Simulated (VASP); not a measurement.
Here is a VASP 6.6.1 calculation.

INCAR

```
ALGO = Normal ; EDIFF = 1E-6
ENCUT = 500 ; GGA = PE
GGA_COMPAT = False ; ISIF = 2
ISMEAR = 0 ; LASPH = True
LCHARG = False ; LREAL = False
LWAVE = False ; NBANDS = 50
NELM = 120 ; PREC = Accurate
SIGMA = 0.02
```

KPOINTS

```
k-points
0
Gamma
  4 6 6
```

POSCAR

```
SnSe
1.0
   11.7965392480      0.0000000000      0.0000000000
    0.0000000000      4.2052231714      0.0000000000
    0.0000000000      0.0000000000      4.5679500320
Sn Se
4 4
Direct
    0.1214436867      0.2500000000      0.1165654167
    0.3785563133      0.7500000000      0.6165654167
    0.6214436867      0.2500000000      0.3834345833
    0.8785563133      0.7500000000      0.8834345833
    0.3548258886      0.2500000000      0.0239479063
    0.1451741114      0.7500000000      0.5239479063
    0.8548258886      0.2500000000      0.4760520937
    0.6451741114      0.7500000000      0.9760520937
```

Potentials or basis: VASP PAW PBE potentials, release 64 (Sn_d, Se).

Launch:

```sh
$ cat potpaw_PBE.64/Sn_d/POTCAR potpaw_PBE.64/Se/POTCAR > POTCAR
$ mpirun -np 1 vasp_std > vasp.out
```

Task: What does it give for the band gap on the k mesh?

Result: 0.63 eV (least direct gap 0.87 eV).

Task: Estimate the pressure.

Result: 0.0 GPa.

Forces in eV/Å, atoms in the order of the input:
```
Sn  -0.012  0.000 -0.008
Sn   0.012  0.000 -0.008
Sn  -0.012  0.000  0.008
Sn   0.012  0.000  0.008
Se   0.008  0.000  0.008
Se  -0.008  0.000  0.008
Se   0.008  0.000 -0.008
Se  -0.008  0.000 -0.008
```

Caveat: spin-orbit coupling is left out, which moves the levels of the heavy elements.

**The experiment to reproduce.**

From “Linear dichroism of the optical properties of SnS and SnSe van der Waals crystals”, 2024, arxiv:2409.17412, for a bulk crystal of SnSe at 300 K: band gap 0.89 eV (indirect).

Measured gap of SnSe: 0.89 eV (indirect; 300 K; “Linear dichroism of the optical properties of SnS and SnSe van der Waals crystals”, 2024, arxiv:2409.17412). This calculation gives 0.63 eV (-0.26 eV). 2 values of this kind are on record (0.89 to 0.99 eV); this one was drawn at random. Spin-orbit coupling on Se, Sn is left out. The value is that of PBE on a finite k mesh, which can miss the band edges, without temperature or zero-point motion. Semilocal functionals fall short of measured gaps as a rule.
